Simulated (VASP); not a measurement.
Input of a VASP 6.6.1 run:

The input INCAR:

```
SYSTEM = Sn
PREC = Accurate ; ENCUT = 400
EDIFF = 1E-6 ; ISMEAR = 0
SIGMA = 0.1 ; LREAL = .False.
LASPH = .True. ; NELM = 120
ALGO = Normal ; ISIF = 2
LWAVE = .False. ; LCHARG = .True.
GGA = PE ; LELF = .True.
LVHAR = .True. ; NBANDS = 21
GGA_COMPAT = .False.
```

The input KPOINTS:

```
regular mesh
0
Gamma
  6 6 6
  0 0 0
```

The input POSCAR:

```
Sn
1.0
   -2.6795961618      4.6411966961      0.0000000000
   -5.3591923236      0.0000000000      0.0000000000
   -2.6795961618      1.5470655654      4.7489407501
Sn
2
Direct
    0.8528525000      0.8528525000      0.4414425000
    0.1471475000      0.1471475000      0.5585575000
```

Potentials or basis: VASP PAW PBE potentials, release 64 (Sn_d).

The run is started by

```bash
$ cat potpaw_PBE.64/Sn_d/POTCAR > POTCAR
$ mpirun -np 1 vasp_std > vasp.out
```

What does it give for the largest force?

0.417 eV/Å.

Estimate the pressure.

-4.1 GPa.

Predict the band gap on the k mesh.

zero (band 14 reaches 1.56 eV, above the bottom of band 15 at 0.63 eV).

Forces in eV/Å, atoms in the order of the input:
```
Sn   0.000  0.000 -0.417
Sn   0.000  0.000  0.417
```

Caveat: spin-orbit coupling is left out, which moves the levels of the heavy elements.
